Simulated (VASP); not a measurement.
# Cd (Fm-3m) in VASP: a series of runs

Runs on Cd. Level: LDA. Tasks: single point, relaxation of cell and atoms.

All numbers are computed with VASP 6.6.1; they aren't measurements. Logs are shortened: lines on timing, memory, paths and dates and some standing lists are left out, and cuts for length are marked.

## 1. The cell of the first run

The structure is cubic, space group Fm-3m (No. 225). The conventional cell has a = 4.472 Å, b = 4.472 Å, c = 4.472 Å, α = 90.00°, β = 90.00°, γ = 90.00°. Within 4.2 Å of Cd (site symmetry m-3m) lie 12 Cd at 3.16 Å.

## 2. Single point, LDA (volume scaled by 1.12)

The input, INCAR:

```
SYSTEM = Cd
  PREC = Accurate
  ENCUT = 520
  EDIFF = 1E-6
  ISMEAR = -1
  SIGMA = 0.1
  LREAL = .False.
  LASPH = .True.
  NELM = 100
  ALGO = Normal
  ISIF = 2
  LWAVE = .False.
  LCHARG = .False.
  GGA = CA
  NBANDS = 12
```

The input, KPOINTS:

```
Automatic mesh
0
Gamma
  14 14 14
  0 0 0
```

The input, POSCAR:

```
Cd
1.0
    0.0000000000      2.2357699379      2.2357699379
    2.2357699379      0.0000000000      2.2357699379
    2.2357699379      2.2357699379      0.0000000000
Cd
1
Direct
    0.0000000000      0.0000000000      0.0000000000
```

Potentials or basis: VASP PAW LDA potentials, release 64 (Cd).

Started as:

```console
$ cat potpaw_LDA.64/Cd/POTCAR > POTCAR
$ mpirun -np 1 vasp_std > vasp.out
```

OUTCAR:

```text
SYSTEM = Cd
   PREC = Accurate
   ENCUT = 520
   EDIFF = 1E-6
   ISMEAR = -1
   LREAL = .False.
   LASPH = .True.
   NELM = 100
   ISIF = 2
   GGA = CA

 ion  position               nearest neighbor table
   1  0.000  0.000  0.000-

  LATTYP: Found a face centered cubic cell.
 ALAT       =     4.4715398758

  Lattice vectors:

 A1 = (   0.0000000000,   2.2357699379,   2.2357699379)
 A2 = (   2.2357699379,   0.0000000000,   2.2357699379)
 A3 = (   2.2357699379,   2.2357699379,   0.0000000000)

Analysis of symmetry for initial positions (statically):
=====================================================================
 Subroutine PRICEL returns:
 Original cell was already a primitive cell.

 Routine SETGRP: Setting up the symmetry group for a
 face centered cubic supercell.

 Subroutine GETGRP returns: Found 48 space group operations
 (whereof 48 operations were pure point group operations)
 out of a pool of 48 trial point group operations.

The static configuration has the point symmetry O_h .

Analysis of symmetry for dynamics (positions and initial velocities):
=====================================================================
 Subroutine PRICEL returns:
 Original cell was already a primitive cell.

 Routine SETGRP: Setting up the symmetry group for a
 face centered cubic supercell.

 Subroutine GETGRP returns: Found 48 space group operations
 (whereof 48 operations were pure point group operations)
 out of a pool of 48 trial point group operations.

The dynamic configuration has the point symmetry O_h .

 Subroutine INISYM returns: Found 48 space group operations
 (whereof 48 operations are pure point group operations),
 and found     1 'primitive' translations

----------------------------------------------------------------------------------------

                                     Primitive cell

  volume of cell :      22.3517

  direct lattice vectors                    reciprocal lattice vectors
     0.000000000  2.235769938  2.235769938    -0.223636606  0.223636606  0.223636606
     2.235769938  0.000000000  2.235769938     0.223636606 -0.223636606  0.223636606
     2.235769938  2.235769938  0.000000000     0.223636606  0.223636606 -0.223636606

  length of vectors
     3.161856169  3.161856169  3.161856169     0.387349963  0.387349963  0.387349963

  position of ions in fractional coordinates (direct lattice)
[... 75 lines left out ...]
   ENCUT  =  520.0 eV  38.22 Ry    6.18 a.u.   5.88  5.88  5.88*2*pi/ulx,y,z
   NELM   =    100;   NELMIN=  2; NELMDL= -5     # of ELM steps
   EDIFF  = 0.1E-05   stopping-criterion for ELM
   LREAL  =      F    real-space projection
[... 7 lines left out ...]
   TEBEG  =    0.0;   TEEND  =   0.0 temperature during run
   PSTRESS=    0.0 pullay stress
   NELECT =      12.0000    total number of electrons
   NUPDOWN=      -1.0000    fix difference up-down
   EMIN   =  10.00;   EMAX   =-10.00  energy-range for DOS
   EFERMI =   0.00;   METHOD = LEGACY
   ISMEAR =    -1;   SIGMA  =   0.10  broadening in eV -4-tet -1-fermi 0-gaus
   EFERMI_NEDOS =   21; number of points for ismear=-14 and -15
   IALGO  =     38    algorithm
   IMIX   =      4    mixing-type and parameters
     AMIX     =   0.40;   BMIX     =  1.00
     AMIX_MAG =   1.60;   BMIX_MAG =  1.00
  volume/ion in A,a.u.               =      22.35       150.84
  Fermi-wavevector in a.u.,A,eV,Ry     =   1.330551  2.514376 24.087285  1.770365
  Thomas-Fermi vector in A             =   2.459629
   LORBIT       =      0    0 simple, 1 ext, 2 COOP (PROOUT), +10 PAW based schemes
   GGA     = CA    functional components
   LHFCALC =     F    Hartree Fock is set to
   AEXX    =    0.0000 exact exchange contribution
   IVDW    =     0    specifies the selected vdW correction
   LEPSILON=     F    determine dielectric tensor
   LRPA    =     F    only Hartree local field effects (RPA)
 non-spin polarized calculation
  energy-cutoff  :      520.00
  volume of cell :       22.35
 maximum number of plane-waves:       620
   NGX = 11   NGY = 11   NGZ = 11

 number of electron      11.9999997 magnetization

 Free energy of the ion-electron system (eV)
  ---------------------------------------------------
  ext. energy  EPLUGINS =         0.00000000
  ---------------------------------------------------
  free energy    TOTEN  =        -1.47218975 eV

  energy without entropy =       -1.46377676  energy(sigma->0) =       -1.46798325

 E-fermi :   2.3495     XC(G=0): -11.2007

 val. band max:        2.1787145551   @ k =  -0.4286   0.4286   0.0000
 cond. band min:       2.3782098432   @ k =   0.5000   0.1429   0.0000
 fundamental gap:      0.1994952881
 Fermi energy:         2.3495416826

 k-point     1 :       0.0000    0.0000    0.0000
  band No.  band energies     occupation
      1      -6.6034      2.00000
      2      -6.6034      2.00000
      3      -6.6034      2.00000
      4      -6.2344      2.00000
      5      -6.1647      2.00000
      6      -6.1647      2.00000
      7      16.3086      0.00000
      8      17.0254      0.00000
      9      17.0254      0.00000
     10      17.0254      0.00000
     11      20.4788      0.00000
     12      20.4788      0.00000
[... 331 lines left out ...]
 k-point    24 :       0.2857    0.1429    0.0000
  band No.  band energies     occupation
      1      -6.8250      2.00000
      2      -6.4858      2.00000
      3      -6.3692      2.00000
      4      -6.3574      2.00000
      5      -5.9842      2.00000
      6      -4.1579      2.00000
      7       9.3241      0.00000
      8      12.9123      0.00000
      9      14.5456      0.00000
     10      15.0508      0.00000
     11      18.0238      0.00000
     12      22.3516      0.00000

 [... further k-points ...]

------------------------ aborting loop because EDIFF is reached ----------------------------------------

  FORCE on cell =-STRESS in cart. coord.  units (eV):
  Direction    XX          YY          ZZ          XY          YZ          ZX
  --------------------------------------------------------------------------------------
  -------------------------------------------------------------------------------------
  Total       -0.7557335     -0.7557335     -0.7557335     -0.0000000     -0.0000000      0.0000000
  in kB      -54.1711336    -54.1711336    -54.1711336     -0.0000000     -0.0000000      0.0000000
  external PRESSURE =     -54.1711336 kB  Pullay stress =       0.0000000 kB

 VOLUME and BASIS-vectors are now :
 -----------------------------------------------------------------------------
  energy-cutoff  :      520.00
  volume of cell :       22.35
      direct lattice vectors                 reciprocal lattice vectors
     0.000000000  2.235769938  2.235769938    -0.223636606  0.223636606  0.223636606
     2.235769938  0.000000000  2.235769938     0.223636606 -0.223636606  0.223636606
     2.235769938  2.235769938  0.000000000     0.223636606  0.223636606 -0.223636606

 POSITION                                       TOTAL-FORCE (eV/Angst)
 -----------------------------------------------------------------------------------
      0.00000      0.00000      0.00000        -0.000000      0.000000      0.000000
 -----------------------------------------------------------------------------------
    total drift:                               -0.000000     -0.000000      0.000000

  FREE ENERGIE OF THE ION-ELECTRON SYSTEM (eV)
  ---------------------------------------------------
  free  energy   TOTEN  =        -1.4721897495 eV

  energy  without entropy=       -1.4637767552  energy(sigma->0) =       -1.46798325
```

stdout:

```text
POSCAR found type information on POSCAR Cd
 POSCAR found :  1 types and       1 ions
 scaLAPACK will be used
 LDA part: xc-table for (Slater(with rela. corr.)+CA(PZ))
 , standard interpolation
 POSCAR, INCAR and KPOINTS ok, starting setup
 FFT: planning ... GRIDC
 FFT: planning ... GRID_SOFT
 FFT: planning ... GRID
 WAVECAR not read
 entering main loop
```

Wall time 29 s (1 thread of AMD EPYC 7R43 (Zen 3), shared host); peak memory 0.11 GiB.

Results:

```yaml
Free_energy: -1.4722 eV
Pressure: -5.4 GPa
Band_gap_on_the_k_mesh: zero (band 6 reaches 3.79 eV, above the bottom of band 7 at 1.00 eV)
```

(Continued in part 2 of 2.)
